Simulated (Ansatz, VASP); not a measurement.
# One calculation of Sn, two programs

Contents of INCAR:

```
SYSTEM = Sn
  ALGO = Normal
  EDIFF = 1E-6
  ENCUT = 520
  GGA = PS
  ISIF = 2
  ISMEAR = -1
  LASPH = .True.
  LCHARG = .True.
  LELF = .True.
  LREAL = .False.
  LVHAR = .True.
  LWAVE = .False.
  NBANDS = 21
  NELM = 60
  PREC = Accurate
  SIGMA = 0.1
```

KPOINTS

```
k-points
0
Gamma
  13 13 7
  0 0 0
```

File POSCAR:

```
Sn
1.0
    3.1789731934      0.0000000000      0.0000000000
   -1.5894865967      2.7530715435      0.0000000000
    0.0000000000      0.0000000000      5.1000416387
Sn
2
Direct
    0.3333333333      0.6666666667      0.2500000000
    0.6666666667      0.3333333333      0.7500000000
```

Input for Ansatz:

```yaml
crystal:
  lattice:
    - [3.1789731934, 0.0, 0.0]
    - [-1.5894865967, 2.7530715435, 0.0]
    - [0.0, 0.0, 5.1000416387]
  atoms:
    - { symbol: Sn, position: [0.3333333333, 0.6666666667, 0.25] }
    - { symbol: Sn, position: [0.6666666667, 0.3333333333, 0.75] }
kpoints:
  mp_grid: { grid: [13, 13, 7] }
scf:
  occupations: { method: fermi_dirac, width: 0.1 }
hamiltonian:
  xc: pbesol
  pseudopotentials: { kind: all_electron, lapw: { basis_error: 0.001 } }
output:
  forces: true
  stress: true
  eigenvalues: true
  populations: true
```

Change from the starting cell: volume scaled by 0.85, LAPW.

Alike in both runs: task single point; functional PBEsol; k mesh 13 × 13 × 7; occupations fermi-dirac, width 0.1 eV; no spin polarisation.

|  | VASP | Ansatz |
| --- | --- | --- |
| version | VASP 6.6.1 | Ansatz 0.2.0 |
| potentials or method | VASP PAW PBE potentials, release 64 (Sn_d), cutoff 520 eV | all-electron LAPW, scalar-relativistic |

```tsv
	VASP	Ansatz	Ansatz less VASP
pressure (GPa)	13.2	13.2	-0.02
```

VASP's potentials were made for PBE, not for PBEsol. Ansatz ran all-electron here, and VASP with PAW potentials.
